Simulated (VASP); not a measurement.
# Mg2FeH6 (Fm-3m) in VASP: further runs

Mg2FeH6 is run at these levels: LDA; tasks: single point.

Program: VASP 6.6.1. These are calculated values, not measurements. Logs are shortened: lines on timing, memory, paths and dates and some standing lists are left out, and cuts for length are marked.

### Step 1. The cell of the first run

Symmetry: Fm-3m, No. 225, cubic system. The conventional cell has a = 6.279 Å, b = 6.279 Å, c = 6.279 Å, α = 90.00°, β = 90.00°, γ = 90.00°. Within 2.9 Å of Mg (site symmetry -43m) lie 12 H at 2.22 Å and 4 Fe at 2.72 Å. Fe (site symmetry m-3m) has 6 H at 1.54 Å within 2.1 Å. Within 2.1 Å of H (site symmetry 4mm) lie 1 Fe at 1.54 Å.

### Step 2. Single point, LDA

File INCAR:

```
SYSTEM = Mg2FeH6
PREC = Accurate
ENCUT = 520
EDIFF = 1E-7
ISMEAR = 0
SIGMA = 0.02
LREAL = .False.
LASPH = .True.
NELM = 100
ALGO = Normal
ISIF = 2
LWAVE = .False.
LCHARG = .False.
NBANDS = 19
```

File KPOINTS:

```
regular mesh
0
Gamma
  8 8 8
  0 0 0
```

File POSCAR:

```
Mg2FeH6
1.0
    0.0000000000      3.1394478623      3.1394478623
    3.1394478623      0.0000000000      3.1394478623
    3.1394478623      3.1394478623      0.0000000000
Mg Fe H
2 1 6
Direct
    0.2500000000      0.2500000000      0.2500000000
    0.7500000000      0.7500000000      0.7500000000
    0.0000000000      0.0000000000      0.0000000000
    0.7548406824      0.2451593176      0.2451593176
    0.2451593176      0.7548406824      0.2451593176
    0.2451593176      0.7548406824      0.7548406824
    0.7548406824      0.2451593176      0.7548406824
    0.2451593176      0.2451593176      0.7548406824
    0.7548406824      0.7548406824      0.2451593176
```

Potentials or basis: VASP PAW LDA potentials, release 64 (Mg, Fe, H).

Run with:

```console
> cat potpaw_LDA.64/Mg/POTCAR potpaw_LDA.64/Fe/POTCAR potpaw_LDA.64/H/POTCAR > POTCAR
> mpirun -np 1 vasp_std > vasp.out
```

OUTCAR:

```text
SYSTEM = Mg2FeH6
   PREC = Accurate
   ENCUT = 520
   EDIFF = 1E-7
   ISMEAR = 0
   LREAL = .False.
   LASPH = .True.
   NELM = 100
   ISIF = 2

 ion  position               nearest neighbor table
   1  0.250  0.250  0.250-   4 2.22   7 2.22   9 2.22   5 2.22   6 2.22   9 2.22   6 2.22   7 2.22
                             8 2.22   4 2.22   5 2.22   8 2.22   3 2.72   3 2.72   3 2.72   3 2.72
   2  0.750  0.750  0.750-   6 2.22   7 2.22   9 2.22   4 2.22   5 2.22   9 2.22   4 2.22   7 2.22
                             8 2.22   5 2.22   6 2.22   8 2.22   3 2.72   3 2.72   3 2.72   3 2.72
   3  0.000  0.000  0.000-   4 1.54   5 1.54   6 1.54   7 1.54   8 1.54   9 1.54   1 2.72   2 2.72
                             2 2.72   2 2.72   2 2.72   1 2.72   1 2.72   1 2.72
   4  0.755  0.245  0.245-   3 1.54   2 2.22   1 2.22   2 2.22   1 2.22
   5  0.245  0.755  0.245-   3 1.54   2 2.22   1 2.22   2 2.22   1 2.22
   6  0.245  0.755  0.755-   3 1.54   2 2.22   2 2.22   1 2.22   1 2.22
   7  0.755  0.245  0.755-   3 1.54   2 2.22   2 2.22   1 2.22   1 2.22
   8  0.245  0.245  0.755-   3 1.54   2 2.22   1 2.22   2 2.22   1 2.22
   9  0.755  0.755  0.245-   3 1.54   2 2.22   2 2.22   1 2.22   1 2.22

  LATTYP: Found a face centered cubic cell.
 ALAT       =     6.2788957246

  Lattice vectors:

 A1 = (   0.0000000000,   3.1394478623,   3.1394478623)
 A2 = (   3.1394478623,   0.0000000000,   3.1394478623)
 A3 = (   3.1394478623,   3.1394478623,   0.0000000000)

Analysis of symmetry for initial positions (statically):
=====================================================================
 Subroutine PRICEL returns:
 Original cell was already a primitive cell.

 Routine SETGRP: Setting up the symmetry group for a
 face centered cubic supercell.

 Subroutine GETGRP returns: Found 48 space group operations
 (whereof 48 operations were pure point group operations)
 out of a pool of 48 trial point group operations.

The static configuration has the point symmetry O_h .

Analysis of symmetry for dynamics (positions and initial velocities):
=====================================================================
 Subroutine PRICEL returns:
 Original cell was already a primitive cell.

 Routine SETGRP: Setting up the symmetry group for a
 face centered cubic supercell.

 Subroutine GETGRP returns: Found 48 space group operations
 (whereof 48 operations were pure point group operations)
 out of a pool of 48 trial point group operations.

The dynamic configuration has the point symmetry O_h .

 Subroutine INISYM returns: Found 48 space group operations
 (whereof 48 operations are pure point group operations),
 and found     1 'primitive' translations

----------------------------------------------------------------------------------------

                                     Primitive cell

  volume of cell :      61.8856

  direct lattice vectors                    reciprocal lattice vectors
     0.000000000  3.139447862  3.139447862    -0.159263674  0.159263674  0.159263674
     3.139447862  0.000000000  3.139447862     0.159263674 -0.159263674  0.159263674
     3.139447862  3.139447862  0.000000000     0.159263674  0.159263674 -0.159263674

  length of vectors
     4.439849745  4.439849745  4.439849745     0.275852775  0.275852775  0.275852775

  position of ions in fractional coordinates (direct lattice)
     0.250000000  0.250000000  0.250000000
     0.750000000  0.750000000  0.750000000
     0.000000000  0.000000000  0.000000000
     0.754840682  0.245159318  0.245159318
     0.245159318  0.754840682  0.245159318
     0.245159318  0.754840682  0.754840682
     0.754840682  0.245159318  0.754840682
     0.245159318  0.245159318  0.754840682
     0.754840682  0.754840682  0.245159318

  ion indices of the primitive-cell ions
   primitive index   ion index
                 1           1
                 2           2
                 3           3
                 4           4
                 5           5
                 6           6
                 7           7
                 8           8
                 9           9

----------------------------------------------------------------------------------------

 KPOINTS: regular mesh

Automatic generation of k-mesh.
 Grid dimensions read from file:
 generate k-points for:    8    8    8

 Generating k-lattice:

  Cartesian coordinates                     Fractional coordinates (reciprocal lattice)
    -0.019907959  0.019907959  0.019907959     0.125000000  0.000000000  0.000000000
     0.019907959 -0.019907959  0.019907959     0.000000000  0.125000000  0.000000000
     0.019907959  0.019907959 -0.019907959     0.000000000  0.000000000  0.125000000

  Length of vectors
     0.034481597  0.034481597  0.034481597

  Shift w.r.t. Gamma in fractional coordinates (k-lattice)
     0.000000000  0.000000000  0.000000000

 Subroutine IBZKPT returns following result:
 ===========================================

 Found     29 irreducible k-points:

 Following reciprocal coordinates:
            Coordinates               Weight
  0.000000  0.000000  0.000000      1.000000
  0.125000  0.000000  0.000000      8.000000
  0.250000  0.000000  0.000000      8.000000
  0.375000  0.000000  0.000000      8.000000
  0.500000  0.000000  0.000000      4.000000
  0.125000  0.125000  0.000000      6.000000
[... 16 lines left out ...]
  0.500000  0.250000  0.125000     48.000000
 -0.375000  0.250000  0.125000     24.000000
 [... further k-points ...]
   k-points           NKPTS =     29   k-points in BZ     NKDIM =     29   number of bands    NBANDS=     19
   number of dos      NEDOS =    301   number of ions     NIONS =      9
   total plane-waves  NPLWV =  46656
   dimension x,y,z NGX =    36 NGY =   36 NGZ =   36
   dimension x,y,z NGXF=    72 NGYF=   72 NGZF=   72
   ions per type =               2   1   6
   NGX,Y,Z   is equivalent  to a cutoff of  13.48, 13.48, 13.48 a.u.
   NGXF,Y,Z  is equivalent  to a cutoff of  26.96, 26.96, 26.96 a.u.
 SYSTEM =  Mg2FeH6
   PREC   = accura    normal or accurate (medium, high low for compatibility)
   ISTART =      0    job   : 0-new  1-cont  2-samecut
   ICHARG =      2    charge: 1-file 2-atom 10-const
   ISPIN  =      1    spin polarized calculation?
   LNONCOLLINEAR =      F non collinear calculations
   LSORBIT =      F    spin-orbit coupling
   LASPH  =      T    aspherical Exc in radial PAW
   ENCUT  =  520.0 eV  38.22 Ry    6.18 a.u.   8.26  8.26  8.26*2*pi/ulx,y,z
   NELM   =    100;   NELMIN=  2; NELMDL= -5     # of ELM steps
   EDIFF  = 0.1E-06   stopping-criterion for ELM
   LREAL  =      F    real-space projection
   EDIFFG = 0.1E-05   stopping-criterion for IOM
   NSW    =      0    number of steps for IOM
   IBRION =     -1    ionic relax: 0-MD 1-quasi-New 2-CG
   NFREE  =      0    steps in history (QN), initial steepest desc. (CG)
   ISIF   =      2    stress and relaxation
   ISYM   =      2    0-nonsym 1-usesym 2-fastsym
   POTIM  = 0.5000    time-step for ionic-motion
   TEBEG  =    0.0;   TEEND  =   0.0 temperature during run
   PSTRESS=    0.0 pullay stress
   NELECT =      18.0000    total number of electrons
   NUPDOWN=      -1.0000    fix difference up-down
   EMIN   =  10.00;   EMAX   =-10.00  energy-range for DOS
   EFERMI =   0.00;   METHOD = LEGACY
   ISMEAR =     0;   SIGMA  =   0.02  broadening in eV -4-tet -1-fermi 0-gaus
   EFERMI_NEDOS =   21; number of points for ismear=-14 and -15
   IALGO  =     38    algorithm
   IMIX   =      4    mixing-type and parameters
     AMIX     =   0.40;   BMIX     =  1.00
     AMIX_MAG =   1.60;   BMIX_MAG =  1.00
  volume/ion in A,a.u.               =       6.88        46.40
  Fermi-wavevector in a.u.,A,eV,Ry     =   1.084682  2.049752 16.007728  1.176535
  Thomas-Fermi vector in A             =   2.220778
   LORBIT       =      0    0 simple, 1 ext, 2 COOP (PROOUT), +10 PAW based schemes
   GGA     = CA    functional components
   LHFCALC =     F    Hartree Fock is set to
   AEXX    =    0.0000 exact exchange contribution
   IVDW    =     0    specifies the selected vdW correction
   LEPSILON=     F    determine dielectric tensor
   LRPA    =     F    only Hartree local field effects (RPA)
 non-spin polarized calculation
 Gauss-broadening in eV      SIGMA  =   0.02
  energy-cutoff  :      520.00
  volume of cell :       61.89
 maximum number of plane-waves:      1700
 NGX is ok and might be reduce to    36
   NGX = 17   NGY = 17   NGZ = 17

 number of electron      18.0000001 magnetization

 Free energy of the ion-electron system (eV)
  ---------------------------------------------------
  ext. energy  EPLUGINS =         0.00000000
  ---------------------------------------------------
  free energy    TOTEN  =       -37.60879120 eV

  energy without entropy =      -37.60879120  energy(sigma->0) =      -37.60879120

 E-fermi :   2.6389     XC(G=0): -10.6558

 val. band max:        2.5014327289   @ k =  -0.2500   0.5000   0.2500
 cond. band min:       4.2702090473   @ k =   0.5000   0.5000   0.0000
 fundamental gap:      1.7687763184
 Fermi energy:         2.6389444019

 k-point     1 :       0.0000    0.0000    0.0000
  band No.  band energies     occupation
      1      -7.2500      2.00000
      2      -0.7917      2.00000
      3      -0.7917      2.00000
      4       0.3953      2.00000
      5       0.3953      2.00000
      6       0.3953      2.00000
[... 11 lines left out ...]
     18       9.6567      0.00000
     19       9.9567      0.00000

 k-point     2 :       0.1250    0.0000    0.0000
  band No.  band energies     occupation
      1      -7.0804      2.00000
      2      -0.9022      2.00000
      3      -0.9022      2.00000
      4      -0.3207      2.00000
      5       0.4428      2.00000
      6       0.4428      2.00000
[... 476 lines left out ...]
 k-point    24 :      -0.3750    0.2500    0.1250
  band No.  band energies     occupation
      1      -4.5383      2.00000
      2      -3.9975      2.00000
      3      -1.7512      2.00000
      4      -1.5170      2.00000
      5      -0.3890      2.00000
      6       0.5260      2.00000
[... 11 lines left out ...]
     18      15.1848      0.00000
     19      15.3365      0.00000

 [... further k-points ...]
[... 5 lines left out ...]
  --------------------------------------------------------------------------------------
  -------------------------------------------------------------------------------------
  Total       -0.2154231     -0.2154231     -0.2154231     -0.0000000     -0.0000000     -0.0000000
  in kB       -5.5771579     -5.5771579     -5.5771579     -0.0000000     -0.0000000     -0.0000000
  external PRESSURE =      -5.5771579 kB  Pullay stress =       0.0000000 kB

 VOLUME and BASIS-vectors are now :
 -----------------------------------------------------------------------------
  energy-cutoff  :      520.00
  volume of cell :       61.89
      direct lattice vectors                 reciprocal lattice vectors
     0.000000000  3.139447862  3.139447862    -0.159263674  0.159263674  0.159263674
     3.139447862  0.000000000  3.139447862     0.159263674 -0.159263674  0.159263674
     3.139447862  3.139447862  0.000000000     0.159263674  0.159263674 -0.159263674

 POSITION                                       TOTAL-FORCE (eV/Angst)
 -----------------------------------------------------------------------------------
      1.56972      1.56972      1.56972         0.000000      0.000000      0.000000
      4.70917      4.70917      4.70917        -0.000000     -0.000000     -0.000000
      0.00000      0.00000      0.00000        -0.000000      0.000000     -0.000000
      1.53933      3.13945      3.13945         0.039340      0.000000      0.000000
      3.13945      1.53933      3.13945        -0.000000      0.039340      0.000000
      4.73957      3.13945      3.13945        -0.039340      0.000000      0.000000
      3.13945      4.73957      3.13945        -0.000000     -0.039340      0.000000
      3.13945      3.13945      1.53933        -0.000000      0.000000      0.039340
      3.13945      3.13945      4.73957        -0.000000      0.000000     -0.039340
 -----------------------------------------------------------------------------------
    total drift:                               -0.000000      0.000000      0.000000

  FREE ENERGIE OF THE ION-ELECTRON SYSTEM (eV)
  ---------------------------------------------------
  free  energy   TOTEN  =       -37.6087912021 eV

  energy  without entropy=      -37.6087912021  energy(sigma->0) =      -37.60879120
```

It took 16 s on 1 thread of Intel Xeon 6975P-C (Granite Rapids), shared host; peak memory 0.19 GiB.

What came out:

```yaml
Free_energy: -37.6088 eV
Pressure: -0.6 GPa
Largest_force: 0.039 eV/Å
Band_gap_on_the_k_mesh: 1.77 eV, direct
```

Forces in eV/Å, atoms in the order of the input:
```
Mg   0.000  0.000  0.000
Mg   0.000  0.000  0.000
Fe   0.000  0.000  0.000
H    0.039  0.000  0.000
H    0.000  0.039  0.000
H   -0.039  0.000  0.000
H    0.000 -0.039  0.000
H    0.000  0.000  0.039
H    0.000  0.000 -0.039
```

Levels at points of the mesh, in eV from the valence-band top:
| k point | band 6 | band 7 | band 8 | band 9 | band 10 | band 11 | band 12 | band 13 |
| --- | --- | --- | --- | --- | --- | --- | --- | --- |
| (0.00, 0.00, 0.00) | -2.11 | -0.81 | -0.81 | -0.81 | 5.43 | 5.43 | 5.43 | 5.50 |
| (0.50, 0.00, 0.00) | -1.73 | -0.50 | -0.30 | -0.30 | 3.51 | 3.51 | 3.98 | 5.34 |
| (0.50, 0.50, 0.00) | -2.89 | -1.49 | 0.00 | 0.00 | 1.77 | 3.92 | 6.59 | 8.36 |

A k mesh can miss the band edges. Spin polarisation is off, so any magnetic state and its effect on volume and gap are missing.

(Continued in part 2 of 2.)
